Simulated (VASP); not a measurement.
# TiSi (Cmmm) in VASP: further runs, part 2 of 2

VASP 6.6.1. The steps go on from the part before.

### Step 4. Single point, PBEsol (strain -0.030 along x and y, +0.030 along z)

File INCAR:

```
SYSTEM = TiSi
ALGO = Normal
EDIFF = 1E-6
ENCUT = 520
GGA = PS
ISIF = 2
ISMEAR = 0
LASPH = .TRUE.
LCHARG = .FALSE.
LREAL = .FALSE.
LWAVE = .FALSE.
NBANDS = 15
NELM = 100
PREC = Accurate
SIGMA = 0.15
```

File KPOINTS:

```
k-points
0
G
  18 18 12
  0 0 0
```

File POSCAR:

```
TiSi
1.0
    1.7616926600     -2.0540952800      0.0000000000
    1.7616926600      2.0540952800      0.0000000000
    0.0000000000      0.0000000000      3.9180520200
Ti Si
1 1
Direct
    0.5000000000      0.5000000000      0.0000000000
    0.0000000000      0.0000000000      0.5000000000
```

Potentials or basis: VASP PAW PBE potentials, release 64 (Ti_sv, Si).

Command:

```console
$ cat potpaw_PBE.64/Ti_sv/POTCAR potpaw_PBE.64/Si/POTCAR > POTCAR
$ mpirun -np 1 vasp_std > vasp.out
```

OUTCAR:

```text
SYSTEM = TiSi
   EDIFF = 1E-6
   ENCUT = 520
   GGA = PS
   ISIF = 2
   ISMEAR = 0
   LASPH = .TRUE.
   LREAL = .FALSE.
   NELM = 100
   PREC = Accurate

 ion  position               nearest neighbor table
   1  0.500  0.500  0.000-   2 2.63   2 2.63   2 2.63   2 2.63   2 2.84   2 2.84   2 2.84   2 2.84

   2  0.000  0.000  0.500-   1 2.63   1 2.63   1 2.63   1 2.63   1 2.84   1 2.84   1 2.84   1 2.84

  LATTYP: Found a base centered orthorhombic cell.
 ALAT       =     3.5233853200
 B/A-ratio  =     1.1659782246
 C/A-ratio  =     1.1120134939

  Lattice vectors:

 A1 = (   1.7616926600,  -2.0540952800,   0.0000000000)
 A2 = (   1.7616926600,   2.0540952800,   0.0000000000)
 A3 = (   0.0000000000,   0.0000000000,   3.9180520200)

Analysis of symmetry for initial positions (statically):
=====================================================================
 Subroutine PRICEL returns:
 Original cell was already a primitive cell.

 Routine SETGRP: Setting up the symmetry group for a
 base centered orthorhombic supercell.

 Subroutine GETGRP returns: Found  8 space group operations
 (whereof  8 operations were pure point group operations)
 out of a pool of  8 trial point group operations.

The static configuration has the point symmetry D_2h.

[... 168 lines left out ...]
  band No.  band energies     occupation
      1     -45.9594      2.00000
      2     -22.4918      2.00000
      3     -21.9704      2.00000
      4     -21.8416      2.00000
      5      -1.5965      2.00000
      6       7.7718      2.00000
      7       8.1479      2.00000
      8       9.2837      2.00000
      9      12.3178      0.00000
     10      12.9712      0.00000
     11      13.6743      0.00000
     12      16.3690      0.00000
     13      16.3848      0.00000
     14      17.1970      0.00000
[... 401 lines left out ...]
      2     -22.4497      2.00000
      3     -22.2131      2.00000
      4     -21.8970      2.00000
      5      -0.5770      2.00000
      6       7.8496      2.00000
      7       8.4338      2.00000
      8       9.1460      2.00000
      9      12.3882      0.00000
     10      12.6006      0.00000
     11      13.0184      0.00000
     12      13.5241      0.00000
     13      16.4106      0.00000
     14      17.9677      0.00000
     15      21.3492      0.00000

 [... further k-points ...]
[... 5 lines left out ...]
  --------------------------------------------------------------------------------------
  -------------------------------------------------------------------------------------
  Total        0.3390647      0.0484147     -0.9200851      0.0000000      0.0000000      0.0000000
  in kB       19.1576484      2.7355008    -51.9861525      0.0000000      0.0000000      0.0000000
  external PRESSURE =     -10.0310011 kB  Pullay stress =       0.0000000 kB

 VOLUME and BASIS-vectors are now :
 -----------------------------------------------------------------------------
  energy-cutoff  :      520.00
  volume of cell :       28.36
      direct lattice vectors                 reciprocal lattice vectors
     1.761692660 -2.054095280  0.000000000     0.283817950 -0.243416167  0.000000000
     1.761692660  2.054095280  0.000000000     0.283817950  0.243416167  0.000000000
     0.000000000  0.000000000  3.918052020     0.000000000  0.000000000  0.255228873

 POSITION                                       TOTAL-FORCE (eV/Angst)
 -----------------------------------------------------------------------------------
      1.76169      0.00000      0.00000         0.000000      0.000000      0.000000
      0.00000      0.00000      1.95903        -0.000000      0.000000      0.000000
 -----------------------------------------------------------------------------------
    total drift:                                0.000000      0.000000     -0.000000

  FREE ENERGIE OF THE ION-ELECTRON SYSTEM (eV)
  ---------------------------------------------------
  free  energy   TOTEN  =       -15.3152841469 eV

  energy  without entropy=      -15.3032592733  energy(sigma->0) =      -15.30927171
```

OSZICAR:

```text
N       E                     dE             d eps       ncg     rms          rms(c)
DAV:   1     0.118579048183E+03    0.11858E+03   -0.80610E+03 19132   0.120E+03
DAV:   2    -0.662999292276E+01   -0.12521E+03   -0.11966E+03 20139   0.319E+02
DAV:   3    -0.163331031821E+02   -0.97031E+01   -0.94430E+01 33417   0.750E+01
DAV:   4    -0.167890735354E+02   -0.45597E+00   -0.45529E+00 21103   0.135E+01
DAV:   5    -0.168036658341E+02   -0.14592E-01   -0.14589E-01 26747   0.223E+00    0.120E+01
DAV:   6    -0.155260158914E+02    0.12776E+01   -0.41934E+00 22456   0.294E+01    0.401E+00
DAV:   7    -0.153362236495E+02    0.18979E+00   -0.46946E-01 21794   0.938E+00    0.300E+00
DAV:   8    -0.153176290832E+02    0.18595E-01   -0.14157E-01 23303   0.404E+00    0.691E-01
DAV:   9    -0.153150851448E+02    0.25439E-02   -0.21466E-02 21623   0.207E+00    0.385E-01
DAV:  10    -0.153153295129E+02   -0.24437E-03   -0.26819E-03 25721   0.604E-01    0.845E-02
DAV:  11    -0.153152861235E+02    0.43389E-04   -0.29340E-04 22012   0.148E-01    0.520E-02
DAV:  12    -0.153152849942E+02    0.11293E-05   -0.14117E-05 23162   0.379E-02    0.232E-02
DAV:  13    -0.153152841469E+02    0.84724E-06   -0.26115E-06 20146   0.155E-02
   1 F= -.15315284E+02 E0= -.15309272E+02  d E =-.120249E-01
```

Run time: 4.1 min. Hardware: 1 thread of Intel Xeon Platinum 8375C at 2.90GHz (Ice Lake), shared host; peak memory 0.35 GiB.

What came out:

```
Free energy            : -15.3153 eV
Pressure               : -1.0 GPa
Band gap on the k mesh : zero (band 8 reaches 11.12 eV, above the bottom of band 9 at 9.33 eV)
```

Caveat: the cell differs from its parent crystal (strain -0.030 along x and y, +0.030 along z); the PAW data sets were made with another functional, which shifts forces and pressure a little.

### Step 5. Single point, PBEsol (strain +0.000 along x and y, -0.030 along z)

File INCAR:

```
ALGO = Normal
EDIFF = 1E-6
ENCUT = 520
GGA = PS
ISIF = 2
ISMEAR = 0
LASPH = True
LCHARG = False
LREAL = False
LWAVE = False
NBANDS = 15
NELM = 60
PREC = Accurate
SIGMA = 0.15
```

File KPOINTS:

```
k-points
0
Gamma
  18 18 12
```

File POSCAR:

```
TiSi
1.0
    1.8161780000     -2.1176240000      0.0000000000
    1.8161780000      2.1176240000      0.0000000000
    0.0000000000      0.0000000000      3.6898159800
Ti Si
1 1
Direct
    0.5000000000      0.5000000000      0.0000000000
    0.0000000000      0.0000000000      0.5000000000
```

Potentials or basis: VASP PAW PBE potentials, release 64 (Ti_sv, Si).

Command:

```console
$ cat potpaw_PBE.64/Ti_sv/POTCAR potpaw_PBE.64/Si/POTCAR > POTCAR
$ mpirun -np 1 vasp_std > vasp.out
```

OUTCAR:

```text
EDIFF = 1E-6
   ENCUT = 520
   GGA = PS
   ISIF = 2
   ISMEAR = 0
   LASPH = True
   LREAL = False
   NELM = 60
   PREC = Accurate

 ion  position               nearest neighbor table
   1  0.500  0.500  0.000-   2 2.59   2 2.59   2 2.59   2 2.59   2 2.81   2 2.81   2 2.81   2 2.81

   2  0.000  0.000  0.500-   1 2.59   1 2.59   1 2.59   1 2.59   1 2.81   1 2.81   1 2.81   1 2.81

  LATTYP: Found a base centered orthorhombic cell.
 ALAT       =     3.6323560000
 B/A-ratio  =     1.1659782246
 C/A-ratio  =     1.0158189285

  Lattice vectors:

 A1 = (   1.8161780000,  -2.1176240000,   0.0000000000)
 A2 = (   1.8161780000,   2.1176240000,   0.0000000000)
 A3 = (   0.0000000000,   0.0000000000,   3.6898159800)

Analysis of symmetry for initial positions (statically):
=====================================================================
 Subroutine PRICEL returns:
 Original cell was already a primitive cell.

 Routine SETGRP: Setting up the symmetry group for a
 base centered orthorhombic supercell.

 Subroutine GETGRP returns: Found  8 space group operations
 (whereof  8 operations were pure point group operations)
 out of a pool of  8 trial point group operations.

The static configuration has the point symmetry D_2h.
[... 170 lines left out ...]
  band No.  band energies     occupation
      1     -46.0220      2.00000
      2     -22.5299      2.00000
      3     -22.1284      2.00000
      4     -22.0168      2.00000
      5      -1.4400      2.00000
      6       7.9647      2.00000
      7       9.0911      2.00000
      8       9.1846      2.00000
      9      12.0355      0.00000
     10      12.7465      0.00000
     11      13.2671      0.00000
     12      15.4662      0.00000
     13      16.2139      0.00000
     14      17.3332      0.00000
[... 401 lines left out ...]
      2     -22.4983      2.00000
      3     -22.3136      2.00000
      4     -22.0638      2.00000
      5      -0.4742      2.00000
      6       8.2620      2.00000
      7       8.4803      2.00000
      8       9.0102      2.00000
      9      12.1427      0.00000
     10      12.2381      0.00000
     11      13.0451      0.00000
     12      13.6061      0.00000
     13      17.1324      0.00000
     14      17.2293      0.00000
     15      20.8226      0.00000

 [... further k-points ...]
[... 5 lines left out ...]
  --------------------------------------------------------------------------------------
  -------------------------------------------------------------------------------------
  Total       -0.1205339     -0.2829976      0.6953088     -0.0000000      0.0000000      0.0000000
  in kB       -6.8042117    -15.9753853     39.2506047     -0.0000000      0.0000000      0.0000000
  external PRESSURE =       5.4903359 kB  Pullay stress =       0.0000000 kB

 VOLUME and BASIS-vectors are now :
 -----------------------------------------------------------------------------
  energy-cutoff  :      520.00
  volume of cell :       28.38
      direct lattice vectors                 reciprocal lattice vectors
     1.816178000 -2.117624000  0.000000000     0.275303412 -0.236113682  0.000000000
     1.816178000  2.117624000  0.000000000     0.275303412  0.236113682  0.000000000
     0.000000000  0.000000000  3.689815980     0.000000000  0.000000000  0.271016226

 POSITION                                       TOTAL-FORCE (eV/Angst)
 -----------------------------------------------------------------------------------
      1.81618      0.00000      0.00000        -0.000000      0.000000      0.000000
      0.00000      0.00000      1.84491         0.000000      0.000000      0.000000
 -----------------------------------------------------------------------------------
    total drift:                               -0.000000     -0.000000     -0.000000

  FREE ENERGIE OF THE ION-ELECTRON SYSTEM (eV)
  ---------------------------------------------------
  free  energy   TOTEN  =       -15.3198706313 eV

  energy  without entropy=      -15.3062700431  energy(sigma->0) =      -15.31307034
```

OSZICAR:

```text
N       E                     dE             d eps       ncg     rms          rms(c)
DAV:   1     0.117973678979E+03    0.11797E+03   -0.80786E+03 19159   0.120E+03
DAV:   2    -0.697382812199E+01   -0.12495E+03   -0.11940E+03 20125   0.319E+02
DAV:   3    -0.164884727376E+02   -0.95146E+01   -0.92867E+01 33259   0.747E+01
DAV:   4    -0.169649135377E+02   -0.47644E+00   -0.47565E+00 21267   0.136E+01
DAV:   5    -0.169800920412E+02   -0.15179E-01   -0.15177E-01 26706   0.226E+00    0.123E+01
DAV:   6    -0.155011737822E+02    0.14789E+01   -0.47841E+00 22720   0.311E+01    0.395E+00
DAV:   7    -0.153383598470E+02    0.16281E+00   -0.51794E-01 21400   0.976E+00    0.297E+00
DAV:   8    -0.153245883555E+02    0.13771E-01   -0.13739E-01 23996   0.398E+00    0.867E-01
DAV:   9    -0.153197847045E+02    0.48037E-02   -0.26403E-02 21386   0.232E+00    0.402E-01
DAV:  10    -0.153198811490E+02   -0.96444E-04   -0.23862E-03 24536   0.585E-01    0.591E-02
DAV:  11    -0.153198744296E+02    0.67194E-05   -0.33243E-04 22568   0.146E-01    0.609E-02
DAV:  12    -0.153198715943E+02    0.28353E-05   -0.18581E-05 22868   0.477E-02    0.271E-02
DAV:  13    -0.153198706313E+02    0.96300E-06   -0.46747E-06 20251   0.199E-02
   1 F= -.15319871E+02 E0= -.15313070E+02  d E =-.136006E-01
```

stdout:

```text
POSCAR found type information on POSCAR TiSi
 POSCAR found :  2 types and       2 ions
 scaLAPACK will be used
 -----------------------------------------------------------------------------
|                                                                             |
|                                                                             |
|     You enforced a specific xc type in the INCAR file but a different       |
|     I HOPE YOU KNOW WHAT YOU ARE DOING!                                     |
|                                                                             |
 -----------------------------------------------------------------------------

 LDA part: xc-table for (Slater+PW92), standard interpolation
 POSCAR, INCAR and KPOINTS ok, starting setup
 FFT: planning ... GRIDC
 FFT: planning ... GRID_SOFT
 FFT: planning ... GRID
 WAVECAR not read
 entering main loop
```

Run time: 4.2 min. Hardware: 1 thread of Intel Xeon Platinum 8375C at 2.90GHz (Ice Lake), shared host; peak memory 0.37 GiB.

Results:

```yaml
Free_energy: -15.3199 eV
Pressure: 0.5 GPa
Band_gap_on_the_k_mesh: zero (band 8 reaches 11.01 eV, above the bottom of band 9 at 9.47 eV)
```

Levels at points of the mesh, in eV from the Fermi level:
```tsv
k point	band 5	band 6	band 7	band 8	band 9	band 10	band 11	band 12
(0.00, 0.00, 0.00)	-11.81	-2.40	-1.28	-1.18	1.67	2.38	2.90	5.10
(0.50, 0.00, 0.00)	-7.69	-6.44	-2.76	-0.86	1.59	2.37	4.39	5.04
(0.50, 0.50, 0.00)	-6.02	-3.82	-1.58	-1.39	-0.80	-0.30	3.21	3.41
(0.00, 0.00, 0.50)	-10.28	-6.54	-0.81	0.46	0.86	1.61	3.00	6.89
(0.50, 0.00, 0.50)	-7.98	-4.74	-2.65	-1.75	1.60	1.78	1.83	3.68
(0.50, 0.50, 0.50)	-4.98	-3.98	-3.54	-3.05	2.33	2.61	2.71	4.25
```

Caveat: the cell differs from its parent crystal (strain +0.000 along x and y, -0.030 along z); the PAW data sets were made with another functional, which shifts forces and pressure a little.

### Step 6. Overview

```tsv
cell	gap on the mesh (eV)	pressure (GPa)
a = 2.706, b = 2.706, c = 3.861 Å, angles 90.0, 90.0, 98.8°, 2 atoms	none	1.4
a = 2.748, b = 2.748, c = 3.747 Å, angles 90.0, 90.0, 98.8°, 2 atoms	none	2.1
a = 2.706, b = 2.706, c = 3.918 Å, angles 90.0, 90.0, 98.8°, 2 atoms	none	-1.0
a = 2.790, b = 2.790, c = 3.690 Å, angles 90.0, 90.0, 98.8°, 2 atoms	none	0.5
```

Alike in all rows: task single point; level PBEsol; potentials or basis VASP PAW PBE potentials, release 64 (Ti_sv, Si); no spin polarisation; k mesh 18 × 18 × 12; cutoff (eV) 520; smearing gaussian 0.15 eV.

Caveats: the PAW data sets were made with another functional, which shifts forces and pressure a little.

Total energies depend on the potentials used, so only differences within one code and one set of settings carry meaning.
